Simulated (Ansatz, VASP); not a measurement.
# Rb2H2Pt: VASP beside Ansatz

The input INCAR:

```
SYSTEM = Rb2H2Pt
  ALGO = Normal
  EDIFF = 1E-6
  ENCUT = 520
  GGA = PE
  ISIF = 2
  ISMEAR = -1
  LASPH = .TRUE.
  LCHARG = .FALSE.
  LREAL = .FALSE.
  LWAVE = .FALSE.
  NBANDS = 23
  NELM = 80
  PREC = Accurate
  SIGMA = 0.0248
```

File KPOINTS:

```
k-points
0
G
  4 4 4
  0 0 0
```

POSCAR

```
Rb2H2Pt
1.0
    5.3872210000      0.0000000000      0.0000000000
   -2.6936110000      4.6654730000      0.0000000000
    0.0000000000      0.0000000000      5.2424260000
H Pt Rb
2 1 2
Direct
    0.0000000000      0.0000000000      0.3794000000
    0.0000000000      0.0000000000      0.6206000000
    0.0000000000      0.0000000000      0.0000000000
    0.3333000000      0.6667000000      0.2758000000
    0.6667000000      0.3333000000      0.7242000000
```

Input for Ansatz:

```yaml
crystal:
  lattice:
    - [5.387221, 0.0, 0.0]
    - [-2.693611, 4.665473, 0.0]
    - [0.0, 0.0, 5.242426]
  atoms:
    - { symbol: H, position: [0.0, 0.0, 0.3794] }
    - { symbol: H, position: [0.0, 0.0, 0.6206] }
    - { symbol: Pt, position: [0.0, 0.0, 0.0] }
    - { symbol: Rb, position: [0.3333, 0.6667, 0.2758] }
    - { symbol: Rb, position: [0.6667, 0.3333, 0.7242] }
  symmetry: { tolerance: 0.0003 }
kpoints:
  mp_grid: { grid: [4, 4, 4], shift: [0, 0, 0] }
magnetization:
  spin_polarized: false
scf:
  occupations: { method: fermi_dirac, width: 0.0248 }
hamiltonian:
  pseudopotentials: { kind: paw }
  xc: pbe
basis:
  ecutwfc: 420
output:
  forces: true
  stress: true
  eigenvalues: true
  write_density: true
  write_potential: true
  elf: true
  volumetric_format: npy
```

Alike in both runs: task single point; functional PBE; k mesh 4 × 4 × 4; occupations fermi-dirac, width 0.0248 eV; no spin polarisation.

```csv
,VASP,Ansatz
version,VASP 6.6.1,Ansatz 0.2.0
potentials or method,"VASP PAW PBE potentials, release 64 (H, Pt, Rb_sv), cutoff 520 eV",PAW plane waves
valence electrons in the cell,30,38
```

|  | VASP | Ansatz | Ansatz less VASP |
| --- | --- | --- | --- |
| pressure (GPa) | -2.8 | -2.7 | +0.02 |
| traceless stress, the component that is largest in VASP (GPa) | -3.04 | -3.03 | +0.010 |
| rms of the force components (eV/Å) | 0.658 | 0.657 | -0.0010 |

Atom by atom the forces differ by 0.001 eV/Å (rms over components). VASP's potentials hold 30 valence electrons a cell and Ansatz's 38, so a difference there can come from the potentials and not from the codes. Ansatz's warnings: structure snapped to symmetry.

Spin-orbit coupling is off throughout.
